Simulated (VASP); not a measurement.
# Pb (P6/mmm) in VASP: a series of runs

Runs on Pb. Level: PBE. Tasks: single point.

All numbers are computed with VASP 6.6.1; they aren't measurements. Logs are shortened: lines on timing, memory, paths and dates and some standing lists are left out, and cuts for length are marked.

## Step 1: The cell of the first run

Symmetry: P6/mmm, No. 191, hexagonal system. Conventional cell: a = 4.376 Å, b = 4.376 Å, c = 2.630 Å, α = 90.00°, β = 90.00°, γ = 120.00°. Pb (site symmetry 6/mmm) has 14 Pb at 2.63 to 2.85 Å within 3.5 Å. Pb (site symmetry -6m2) has 11 Pb at 2.53 to 2.85 Å within 3.3 Å.

This isn't the form of Pb at room conditions, which is fcc.

## Step 2: Single point, PBE (14.54 Å³/atom)

The input, POSCAR:

```
Pb
1.0
    4.3759104286      0.0000000000      0.0000000000
   -2.1879552143      3.7896495958      0.0000000000
    0.0000000000      0.0000000000      2.6296338566
Pb
3
Direct
    0.0000000000      0.0000000000      0.0000000000
    0.3333333333      0.6666666667      0.5000000000
    0.6666666667      0.3333333333      0.5000000000
```

The input, INCAR.step1:

```
ALGO = Normal ; EDIFF = 1E-7
ENCUT = 520 ; GGA = PE
ISIF = 2 ; ISMEAR = -1
LASPH = True ; LCHARG = True
LREAL = False ; LWAVE = False
NBANDS = 28 ; NELM = 100
PREC = Accurate ; SIGMA = 0.08
```

The input, KPOINTS.step1:

```
k-points
0
Gamma
  7 7 10
```

The input, INCAR.step2:

```
ALGO = Normal ; EDIFF = 1E-7
ENCUT = 520 ; GGA = PE
ICHARG = 11 ; ISIF = 2
ISMEAR = -5 ; LASPH = True
LCHARG = False ; LORBIT = 11
LREAL = False ; LWAVE = False
NEDOS = 1001 ; NELM = 100
PREC = Accurate ; SIGMA = 0.08
```

The input, KPOINTS.step2:

```
k-points
0
Gamma
  11 11 15
```

Potentials or basis: VASP PAW PBE potentials, release 64 (Pb_d).

Launch:

```console
cat potpaw_PBE.64/Pb_d/POTCAR > POTCAR
cp INCAR.step1 INCAR
cp KPOINTS.step1 KPOINTS
mpirun -np 1 vasp_std > vasp.out
cp INCAR.step2 INCAR
cp KPOINTS.step2 KPOINTS
mpirun -np 1 vasp_std > vasp.out
```

OUTCAR:

```text
EDIFF = 1E-7
   ENCUT = 520
   GGA = PE
   ICHARG = 11
   ISIF = 2
   ISMEAR = -5
   LASPH = True
   LORBIT = 11
   LREAL = False
   NELM = 100
   PREC = Accurate

 ion  position               nearest neighbor table
   1  0.000  0.000  0.000-   2 2.85   3 2.85   2 2.85   3 2.85   2 2.85   2 2.85   3 2.85   3 2.85
                             3 2.85   3 2.85   2 2.85   2 2.85
   2  0.333  0.667  0.500-   3 2.53   3 2.53   3 2.53   1 2.85   1 2.85   1 2.85   1 2.85   1 2.85
                             1 2.85   3 3.65   3 3.65   3 3.65   3 3.65   3 3.65   3 3.65
   3  0.667  0.333  0.500-   2 2.53   2 2.53   2 2.53   1 2.85   1 2.85   1 2.85   1 2.85   1 2.85
                             1 2.85   2 3.65   2 3.65   2 3.65   2 3.65   2 3.65   2 3.65

  LATTYP: Found a hexagonal cell.
 ALAT       =     4.3759104286
 C/A-ratio  =     0.6009341141

  Lattice vectors:

 A1 = (   4.3759104286,   0.0000000000,   0.0000000000)
 A2 = (  -2.1879552143,   3.7896495958,   0.0000000000)
 A3 = (   0.0000000000,   0.0000000000,   2.6296338566)

Analysis of symmetry for initial positions (statically):
=====================================================================
 Subroutine PRICEL returns:
 Original cell was already a primitive cell.

 Routine SETGRP: Setting up the symmetry group for a
 hexagonal supercell.

 Subroutine GETGRP returns: Found 24 space group operations
 (whereof 24 operations were pure point group operations)
 out of a pool of 24 trial point group operations.

The static configuration has the point symmetry D_6h.

Analysis of symmetry for dynamics (positions and initial velocities):
=====================================================================
 Subroutine PRICEL returns:
 Original cell was already a primitive cell.

 Routine SETGRP: Setting up the symmetry group for a
 hexagonal supercell.

 Subroutine GETGRP returns: Found 24 space group operations
 (whereof 24 operations were pure point group operations)
 out of a pool of 24 trial point group operations.

The dynamic configuration has the point symmetry D_6h.

 Subroutine INISYM returns: Found 24 space group operations
 (whereof 24 operations are pure point group operations),
 and found     1 'primitive' translations

----------------------------------------------------------------------------------------

                                     Primitive cell

  volume of cell :      43.6077

  direct lattice vectors                    reciprocal lattice vectors
     4.375910429  0.000000000  0.000000000     0.228523873  0.131938320  0.000000000
    -2.187955214  3.789649596  0.000000000     0.000000000  0.263876639  0.000000000
     0.000000000  0.000000000  2.629633857     0.000000000  0.000000000  0.380281079

  length of vectors
     4.375910429  4.375910429  2.629633857     0.263876639  0.263876639  0.380281079

  position of ions in fractional coordinates (direct lattice)
     0.000000000  0.000000000  0.000000000
     0.333333333  0.666666667  0.500000000
     0.666666667  0.333333333  0.500000000

  ion indices of the primitive-cell ions
   primitive index   ion index
                 1           1
                 2           2
                 3           3

----------------------------------------------------------------------------------------

 KPOINTS: k-points

Automatic generation of k-mesh.
 Grid dimensions read from file:
 generate k-points for:   11   11   15

 Generating k-lattice:

  Cartesian coordinates                     Fractional coordinates (reciprocal lattice)
     0.020774898  0.011994393  0.000000000     0.090909091  0.000000000  0.000000000
     0.000000000  0.023988785  0.000000000     0.000000000  0.090909091  0.000000000
     0.000000000  0.000000000  0.025352072     0.000000000  0.000000000  0.066666667

  Length of vectors
     0.023988785  0.023988785  0.025352072

  Shift w.r.t. Gamma in fractional coordinates (k-lattice)
     0.000000000  0.000000000  0.000000000

 TETIRR: Found   1837 inequivalent tetrahedra from    10890

 Subroutine IBZKPT returns following result:
 ===========================================

 Found    128 irreducible k-points:

 Following reciprocal coordinates:
            Coordinates               Weight
  0.000000  0.000000  0.000000      1.000000
  0.090909 -0.000000  0.000000      6.000000
  0.181818 -0.000000  0.000000      6.000000
  0.272727 -0.000000  0.000000      6.000000
  0.363636 -0.000000  0.000000      6.000000
  0.454545 -0.000000  0.000000      6.000000
[... 16 lines left out ...]
  0.090909  0.090909  0.066667     12.000000
  0.181818  0.090909  0.066667     24.000000
 [... further k-points ...]
   k-points           NKPTS =    128   k-points in BZ     NKDIM =    128   number of bands    NBANDS=     25
   number of dos      NEDOS =   1001   number of ions     NIONS =      3
   total plane-waves  NPLWV =  25920
   dimension x,y,z NGX =    36 NGY =   36 NGZ =   20
   dimension x,y,z NGXF=    72 NGYF=   72 NGZF=   40
   ions per type =               3
   NGX,Y,Z   is equivalent  to a cutoff of  13.68, 13.68, 12.64 a.u.
   NGXF,Y,Z  is equivalent  to a cutoff of  27.35, 27.35, 25.29 a.u.
 SYSTEM =  unknown system
   PREC   = accura    normal or accurate (medium, high low for compatibility)
   ISTART =      0    job   : 0-new  1-cont  2-samecut
   ICHARG =     11    charge: 1-file 2-atom 10-const
   ISPIN  =      1    spin polarized calculation?
   LNONCOLLINEAR =      F non collinear calculations
   LSORBIT =      F    spin-orbit coupling
   LASPH  =      T    aspherical Exc in radial PAW
   ENCUT  =  520.0 eV  38.22 Ry    6.18 a.u.   8.14  8.14  4.89*2*pi/ulx,y,z
   NELM   =    100;   NELMIN=  2; NELMDL=  0     # of ELM steps
   EDIFF  = 0.1E-06   stopping-criterion for ELM
   LREAL  =      F    real-space projection
   EDIFFG = 0.1E-05   stopping-criterion for IOM
   NSW    =      0    number of steps for IOM
   IBRION =     -1    ionic relax: 0-MD 1-quasi-New 2-CG
   NFREE  =      0    steps in history (QN), initial steepest desc. (CG)
   ISIF   =      2    stress and relaxation
   ISYM   =      2    0-nonsym 1-usesym 2-fastsym
   POTIM  = 0.5000    time-step for ionic-motion
   TEBEG  =    0.0;   TEEND  =   0.0 temperature during run
   PSTRESS=    0.0 pullay stress
   NELECT =      42.0000    total number of electrons
   NUPDOWN=      -1.0000    fix difference up-down
   EMIN   =  10.00;   EMAX   =-10.00  energy-range for DOS
   EFERMI =   0.00;   METHOD = LEGACY
   ISMEAR =    -5;   SIGMA  =   0.08  broadening in eV -4-tet -1-fermi 0-gaus
   EFERMI_NEDOS =   21; number of points for ismear=-14 and -15
   IALGO  =     38    algorithm
   IMIX   =      4    mixing-type and parameters
     AMIX     =   0.40;   BMIX     =  1.00
     AMIX_MAG =   1.60;   BMIX_MAG =  1.00
  volume/ion in A,a.u.               =      14.54        98.09
  Fermi-wavevector in a.u.,A,eV,Ry     =   1.616728  3.055173 35.563044  2.613810
  Thomas-Fermi vector in A             =   2.711268
   LORBIT       =     11    0 simple, 1 ext, 2 COOP (PROOUT), +10 PAW based schemes
   GGA     = PE    functional components
   LHFCALC =     F    Hartree Fock is set to
   AEXX    =    0.0000 exact exchange contribution
   IVDW    =     0    specifies the selected vdW correction
   LEPSILON=     F    determine dielectric tensor
   LRPA    =     F    only Hartree local field effects (RPA)
 non-spin polarized calculation
 Fermi weights with tetrahedron method with Bloechl corrections
  energy-cutoff  :      520.00
  volume of cell :       43.61
 maximum number of plane-waves:      1189
 NGX is ok and might be reduce to    36

 number of electron      41.9999997 magnetization

 Free energy of the ion-electron system (eV)
  ---------------------------------------------------
  ext. energy  EPLUGINS =         0.00000000
  ---------------------------------------------------
  free energy    TOTEN  =         5.90235626 eV

  energy without entropy =        5.90235626  energy(sigma->0) =        5.90235626

 E-fermi :  20.0452     XC(G=0): -14.2676

 val. band max:       20.2040234069   @ k =   0.3636   0.0909   0.2667
 cond. band min:      19.6387415683   @ k =   0.1818   0.1818   0.4000
 fundamental gap:     -0.5652818386
 Fermi energy:        20.0452101504

 k-point     1 :       0.0000    0.0000    0.0000
  band No.  band energies     occupation
      1      -1.3755      2.00000
      2      -0.2251      2.00000
      3      -0.1861      2.00000
      4      -0.0500      2.00000
      5       0.0717      2.00000
      6       0.0717      2.00000
[... 17 lines left out ...]
     24      29.6789      0.00000
     25      31.0899      0.00000

 k-point     2 :       0.0909   -0.0000    0.0000
  band No.  band energies     occupation
      1      -1.3437      2.00000
      2      -0.2662      2.00000
      3      -0.2190      2.00000
      4      -0.0583      2.00000
      5      -0.0342      2.00000
      6       0.0349      2.00000
[... 17 lines left out ...]
     24      29.5562      0.00000
     25      30.5016      0.00000

 k-point     3 :       0.1818   -0.0000    0.0000
  band No.  band energies     occupation
      1      -1.2570      2.00000
      2      -0.4756      2.00000
      3      -0.3218      2.00000
      4      -0.2562      2.00000
      5      -0.1296      2.00000
      6       0.2606      2.00000
[... 552 lines left out ...]
 k-point    23 :       0.0909    0.0909    0.0667
  band No.  band energies     occupation
      1      -1.2099      2.00000
      2      -0.3532      2.00000
      3      -0.2762      2.00000
      4      -0.1390      2.00000
      5      -0.0612      2.00000
      6       0.2151      2.00000
[... 17 lines left out ...]
     24      29.0837      0.00000
     25      29.8440      0.00000

 k-point    24 :       0.1818    0.0909    0.0667
  band No.  band energies     occupation
      1      -1.1062      2.00000
      2      -0.6292      2.00000
      3      -0.4200      2.00000
      4      -0.2507      2.00000
      5      -0.0966      2.00000
      6       0.2215      2.00000
[... 17 lines left out ...]
     24      28.0211      0.00000
     25      29.1478      0.00000

 [... further k-points ...]

------------------------ aborting loop because EDIFF is reached ----------------------------------------

  FORCE on cell =-STRESS in cart. coord.  units (eV):
  Direction    XX          YY          ZZ          XY          YZ          ZX
  --------------------------------------------------------------------------------------
  -------------------------------------------------------------------------------------
  Total       59.9417473     59.9417473     58.1222549      0.0000000      0.0000000      0.0000000
  in kB     2202.3037543   2202.3037542   2135.4542684      0.0000000      0.0000000      0.0000000
  external PRESSURE =    2180.0205923 kB  Pullay stress =       0.0000000 kB

 VOLUME and BASIS-vectors are now :
 -----------------------------------------------------------------------------
  energy-cutoff  :      520.00
  volume of cell :       43.61
      direct lattice vectors                 reciprocal lattice vectors
     4.375910429  0.000000000  0.000000000     0.228523873  0.131938320  0.000000000
    -2.187955214  3.789649596  0.000000000     0.000000000  0.263876639  0.000000000
     0.000000000  0.000000000  2.629633857     0.000000000  0.000000000  0.380281079

 POSITION                                       TOTAL-FORCE (eV/Angst)
 -----------------------------------------------------------------------------------
      0.00000      0.00000      0.00000         0.000000      0.000000      0.000000
     -0.00000      2.52643      1.31482        -0.000000      0.000000     -0.000000
      2.18796      1.26322      1.31482         0.000000     -0.000000      0.000000
 -----------------------------------------------------------------------------------
    total drift:                               -0.000000      0.000000     -0.000000

  FREE ENERGIE OF THE ION-ELECTRON SYSTEM (eV)
  ---------------------------------------------------
  free  energy   TOTEN  =         5.9023562623 eV

  energy  without entropy=        5.9023562623  energy(sigma->0) =        5.90235626

 total charge

# of ion       s       p       d       tot
------------------------------------------
    1        1.470   1.368   9.989  12.827
    2        1.426   1.560  10.008  12.994
    3        1.426   1.560  10.008  12.994
--------------------------------------------------
tot          4.322   4.488  30.006  38.816
```

Wall time 62 s (1 thread of Intel Xeon 6975P-C (Granite Rapids), shared host); peak memory 0.23 GiB.

What came out:

```yaml
Valence_electrons_inside_the_program's_atomic_spheres: Pb 12.83, 12.99 (each value once)
```

Caveat: the highest band is partly filled, so the run has too few bands; spin-orbit coupling is left out, which moves the levels of the heavy elements.

(Continued in part 2 of 2.)
